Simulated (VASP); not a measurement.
# WS2: single point with LDA

The system is WS2.

```
W S
1.0
     3.12659    0.00000    0.00000
    -1.56330    2.70771    0.00000
     0.00000    0.00000   12.15203
W S
2 4
Direct
  0.33333 0.66667 0.25000
  0.66667 0.33333 0.75000
  0.33333 0.66667 0.64201
  0.66667 0.33333 0.14201
  0.33333 0.66667 0.85799
  0.66667 0.33333 0.35799
```

| Quantity | Value |
| --- | --- |
| Program | VASP 6.6.1 |
| Task | single point |
| Functional | LDA |
| Potentials or basis | VASP PAW LDA potentials, release 64 (W_sv, S) |
| Cutoff | 520 eV |
| k mesh | 12 × 12 × 4 |
| Occupations | gaussian, width 0.05 eV |
| Spin | no spin polarisation |
| Dipole correction | no |
| Further INCAR settings | ALGO = Normal; EDIFF = 1e-07; NBANDS = 35 |

```
Pressure               : 37.9 GPa
Largest force          : 7.093 eV/Å
Band gap on the k mesh : zero (band 26 reaches 8.61 eV, above the bottom of band 27 at 7.66 eV)
```

Forces on the atoms (eV/Å):
```
W    0.000  0.000  0.000
W    0.000  0.000  0.000
S    0.000  0.000 -7.093
S    0.000  0.000 -7.093
S    0.000  0.000  7.093
S    0.000  0.000  7.093
```

Stress tensor (GPa, compression positive):
```
28.61  0.00  0.00
 0.00 28.61  0.00
 0.00  0.00 56.42
```

Levels at points of the mesh, in eV from the Fermi level:
```csv
k point,band 24,band 25,band 26,band 27,band 28,band 29
"(0.00, 0.00, 0.00)",-1.52,-0.81,0.41,1.79,1.79,1.80
"(0.50, 0.00, 0.00)",-2.51,-2.38,-2.20,1.30,1.34,1.78
"(0.00, 0.00, 0.50)",-2.65,0.03,0.03,1.79,1.79,1.79
"(0.50, 0.00, 0.50)",-2.58,-2.26,-2.26,1.32,1.32,1.78
```

Wall time 2.2 min on 1 thread of Intel(R) Xeon(R) Platinum 8488C (Sapphire Rapids), with other jobs on the host, peak memory 0.29 GiB.

Caveat: spin-orbit coupling is left out, which moves the levels of the heavy elements; forces of over 1 eV/Å act on the atoms, so gaps and moduli don't describe the material at rest.
